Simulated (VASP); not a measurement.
# BeS (F-43m) in VASP: notebook, part 2 of 2

VASP 6.6.1.

## Step 3: Single point, LDA

Input file INCAR:

```
SYSTEM = BeS
PREC     = Accurate       ! precision mode
ENCUT    = 600            ! plane-wave cutoff, eV
EDIFF    = 1E-6           ! SCF threshold, eV
ISMEAR   = 0              ! smearing method
SIGMA    = 0.01           ! smearing width, eV
LREAL    = .False.        ! projectors in reciprocal space
LASPH    = .True.         ! aspherical terms in the spheres
NELM     = 120            ! most SCF steps
ALGO     = Normal         ! electronic algorithm
ISIF     = 2              ! what is computed and relaxed
LWAVE    = .False.        ! write WAVECAR
LCHARG   = .False.        ! write CHGCAR
NBANDS   = 11             ! bands
GGA_COMPAT= .False.
```

Input file KPOINTS:

```
Automatic mesh
0
Gamma
  8 8 8
  0 0 0
```

Input file POSCAR:

```
BeS
1.0
    0.0000000000      2.3740692694      2.3740692694
    2.3740692694      0.0000000000      2.3740692694
    2.3740692694      2.3740692694      0.0000000000
Be S
1 1
Direct
    0.0000000000      0.0000000000      0.0000000000
    0.2500000000      0.2500000000      0.2500000000
```

Potentials or basis: VASP PAW LDA potentials, release 64 (Be, S).

Command:

```
$ cat potpaw_LDA.64/Be/POTCAR potpaw_LDA.64/S/POTCAR > POTCAR
$ mpirun -np 1 vasp_std > vasp.out
```

OUTCAR:

```text
SYSTEM = BeS
   PREC = Accurate
   ENCUT = 600
   EDIFF = 1E-6
   ISMEAR = 0
   LREAL = .False.
   LASPH = .True.
   NELM = 120
   ISIF = 2

 ion  position               nearest neighbor table
   1  0.000  0.000  0.000-   2 2.06   2 2.06   2 2.06   2 2.06
   2  0.250  0.250  0.250-   1 2.06   1 2.06   1 2.06   1 2.06

  LATTYP: Found a face centered cubic cell.
 ALAT       =     4.7481385388

  Lattice vectors:

 A1 = (   0.0000000000,   2.3740692694,   2.3740692694)
 A2 = (   2.3740692694,   0.0000000000,   2.3740692694)
 A3 = (   2.3740692694,   2.3740692694,   0.0000000000)

Analysis of symmetry for initial positions (statically):
=====================================================================
 Subroutine PRICEL returns:
 Original cell was already a primitive cell.

 Routine SETGRP: Setting up the symmetry group for a
 face centered cubic supercell.

 Subroutine GETGRP returns: Found 24 space group operations
 (whereof 24 operations were pure point group operations)
 out of a pool of 48 trial point group operations.

The static configuration has the point symmetry T_d .

Analysis of symmetry for dynamics (positions and initial velocities):
=====================================================================
 Subroutine PRICEL returns:
 Original cell was already a primitive cell.

 Routine SETGRP: Setting up the symmetry group for a
 face centered cubic supercell.

 Subroutine GETGRP returns: Found 24 space group operations
 (whereof 24 operations were pure point group operations)
 out of a pool of 48 trial point group operations.

The dynamic configuration has the point symmetry T_d .

 Subroutine INISYM returns: Found 24 space group operations
 (whereof 24 operations are pure point group operations),
 and found     1 'primitive' translations

----------------------------------------------------------------------------------------

                                     Primitive cell

  volume of cell :      26.7615

  direct lattice vectors                    reciprocal lattice vectors
     0.000000000  2.374069269  2.374069269    -0.210608851  0.210608851  0.210608851
     2.374069269  0.000000000  2.374069269     0.210608851 -0.210608851  0.210608851
     2.374069269  2.374069269  0.000000000     0.210608851  0.210608851 -0.210608851

  length of vectors
     3.357440959  3.357440959  3.357440959     0.364785230  0.364785230  0.364785230

  position of ions in fractional coordinates (direct lattice)
     0.000000000  0.000000000  0.000000000
     0.250000000  0.250000000  0.250000000

  ion indices of the primitive-cell ions
   primitive index   ion index
                 1           1
                 2           2

----------------------------------------------------------------------------------------

 KPOINTS: Automatic mesh

Automatic generation of k-mesh.
 Grid dimensions read from file:
 generate k-points for:    8    8    8

 Generating k-lattice:

  Cartesian coordinates                     Fractional coordinates (reciprocal lattice)
    -0.026326106  0.026326106  0.026326106     0.125000000  0.000000000  0.000000000
     0.026326106 -0.026326106  0.026326106     0.000000000  0.125000000  0.000000000
     0.026326106  0.026326106 -0.026326106     0.000000000  0.000000000  0.125000000

  Length of vectors
     0.045598154  0.045598154  0.045598154

  Shift w.r.t. Gamma in fractional coordinates (k-lattice)
     0.000000000  0.000000000  0.000000000

 Subroutine IBZKPT returns following result:
 ===========================================

 Found     29 irreducible k-points:

 Following reciprocal coordinates:
            Coordinates               Weight
  0.000000  0.000000  0.000000      1.000000
  0.125000  0.000000  0.000000      8.000000
  0.250000  0.000000  0.000000      8.000000
  0.375000  0.000000  0.000000      8.000000
  0.500000  0.000000  0.000000      4.000000
  0.125000  0.125000  0.000000      6.000000
[... 16 lines left out ...]
  0.500000  0.250000  0.125000     48.000000
 -0.375000  0.250000  0.125000     24.000000
 [... further k-points ...]
   k-points           NKPTS =     29   k-points in BZ     NKDIM =     29   number of bands    NBANDS=     11
   number of dos      NEDOS =    301   number of ions     NIONS =      2
   total plane-waves  NPLWV =  21952
   dimension x,y,z NGX =    28 NGY =   28 NGZ =   28
   dimension x,y,z NGXF=    56 NGYF=   56 NGZF=   56
   ions per type =               1   1
   NGX,Y,Z   is equivalent  to a cutoff of  13.86, 13.86, 13.86 a.u.
   NGXF,Y,Z  is equivalent  to a cutoff of  27.73, 27.73, 27.73 a.u.
 SYSTEM =  BeS
   PREC   = accura    normal or accurate (medium, high low for compatibility)
   ISTART =      0    job   : 0-new  1-cont  2-samecut
   ICHARG =      2    charge: 1-file 2-atom 10-const
   ISPIN  =      1    spin polarized calculation?
   LNONCOLLINEAR =      F non collinear calculations
   LSORBIT =      F    spin-orbit coupling
   LASPH  =      T    aspherical Exc in radial PAW
   ENCUT  =  600.0 eV  44.10 Ry    6.64 a.u.   6.71  6.71  6.71*2*pi/ulx,y,z
   NELM   =    120;   NELMIN=  2; NELMDL= -5     # of ELM steps
   EDIFF  = 0.1E-05   stopping-criterion for ELM
   LREAL  =      F    real-space projection
   EDIFFG = 0.1E-04   stopping-criterion for IOM
   NSW    =      0    number of steps for IOM
   IBRION =     -1    ionic relax: 0-MD 1-quasi-New 2-CG
   NFREE  =      0    steps in history (QN), initial steepest desc. (CG)
   ISIF   =      2    stress and relaxation
   ISYM   =      2    0-nonsym 1-usesym 2-fastsym
   POTIM  = 0.5000    time-step for ionic-motion
   TEBEG  =    0.0;   TEEND  =   0.0 temperature during run
   PSTRESS=    0.0 pullay stress
   NELECT =       8.0000    total number of electrons
   NUPDOWN=      -1.0000    fix difference up-down
   EMIN   =  10.00;   EMAX   =-10.00  energy-range for DOS
   EFERMI =   0.00;   METHOD = LEGACY
   ISMEAR =     0;   SIGMA  =   0.01  broadening in eV -4-tet -1-fermi 0-gaus
   EFERMI_NEDOS =   21; number of points for ismear=-14 and -15
   IALGO  =     38    algorithm
   IMIX   =      4    mixing-type and parameters
     AMIX     =   0.40;   BMIX     =  1.00
     AMIX_MAG =   1.60;   BMIX_MAG =  1.00
  volume/ion in A,a.u.               =      13.38        90.30
  Fermi-wavevector in a.u.,A,eV,Ry     =   1.094632  2.068554 16.302760  1.198219
  Thomas-Fermi vector in A             =   2.230940
   LORBIT       =      0    0 simple, 1 ext, 2 COOP (PROOUT), +10 PAW based schemes
   GGA     = CA    functional components
   LHFCALC =     F    Hartree Fock is set to
   AEXX    =    0.0000 exact exchange contribution
   IVDW    =     0    specifies the selected vdW correction
   LEPSILON=     F    determine dielectric tensor
   LRPA    =     F    only Hartree local field effects (RPA)
 non-spin polarized calculation
 Gauss-broadening in eV      SIGMA  =   0.01
  energy-cutoff  :      600.00
  volume of cell :       26.76
 maximum number of plane-waves:       911
   NGX = 13   NGY = 13   NGZ = 13

 number of electron       8.0000001 magnetization

 Free energy of the ion-electron system (eV)
  ---------------------------------------------------
  ext. energy  EPLUGINS =         0.00000000
  ---------------------------------------------------
  free energy    TOTEN  =       -11.13400115 eV

  energy without entropy =      -11.13400115  energy(sigma->0) =      -11.13400115

 E-fermi :   4.8270     XC(G=0): -10.2448

 val. band max:        4.7109356305   @ k =   0.0000   0.0000   0.0000
 cond. band min:       7.4711453913   @ k =   0.5000   0.5000   0.0000
 fundamental gap:      2.7602097607
 Fermi energy:         4.8270198011

 k-point     1 :       0.0000    0.0000    0.0000
  band No.  band energies     occupation
      1      -9.3881      2.00000
      2       4.7109      2.00000
      3       4.7109      2.00000
      4       4.7109      2.00000
      5      10.2206      0.00000
      6      10.2206      0.00000
      7      10.2206      0.00000
      8      10.9372      0.00000
      9      17.6509      0.00000
     10      17.6509      0.00000
     11      19.8200      0.00000
[... 309 lines left out ...]
 k-point    24 :      -0.3750    0.2500    0.1250
  band No.  band energies     occupation
      1      -7.2647      2.00000
      2      -0.9841      2.00000
      3       1.7057      2.00000
      4       2.6707      2.00000
      5      10.6081      0.00000
      6      11.3357      0.00000
      7      14.0385      0.00000
      8      15.3806      0.00000
      9      16.2454      0.00000
     10      20.3267      0.00000
     11      21.0117      0.00000

 [... further k-points ...]
[... 5 lines left out ...]
  --------------------------------------------------------------------------------------
  -------------------------------------------------------------------------------------
  Total        0.5590212      0.5590212      0.5590212      0.0000000      0.0000000      0.0000000
  in kB       33.4679210     33.4679210     33.4679210      0.0000000      0.0000000      0.0000000
  external PRESSURE =      33.4679210 kB  Pullay stress =       0.0000000 kB

 VOLUME and BASIS-vectors are now :
 -----------------------------------------------------------------------------
  energy-cutoff  :      600.00
  volume of cell :       26.76
      direct lattice vectors                 reciprocal lattice vectors
     0.000000000  2.374069269  2.374069269    -0.210608851  0.210608851  0.210608851
     2.374069269  0.000000000  2.374069269     0.210608851 -0.210608851  0.210608851
     2.374069269  2.374069269  0.000000000     0.210608851  0.210608851 -0.210608851

 POSITION                                       TOTAL-FORCE (eV/Angst)
 -----------------------------------------------------------------------------------
      0.00000      0.00000      0.00000         0.000000      0.000000      0.000000
      1.18703      1.18703      1.18703        -0.000000     -0.000000     -0.000000
 -----------------------------------------------------------------------------------
    total drift:                               -0.000000     -0.000000     -0.000000

  FREE ENERGIE OF THE ION-ELECTRON SYSTEM (eV)
  ---------------------------------------------------
  free  energy   TOTEN  =       -11.1340011515 eV

  energy  without entropy=      -11.1340011515  energy(sigma->0) =      -11.13400115
```

Wall time 18 s (1 thread of AMD EPYC 7R43 (Zen 3), shared host); peak memory 0.1 GiB.

What came out:

* Free energy: -11.1340 eV
* Pressure: 3.3 GPa
* Band gap on the k mesh: 2.76 eV (least direct gap 5.51 eV)

Caveat: the cell stands under pressure.
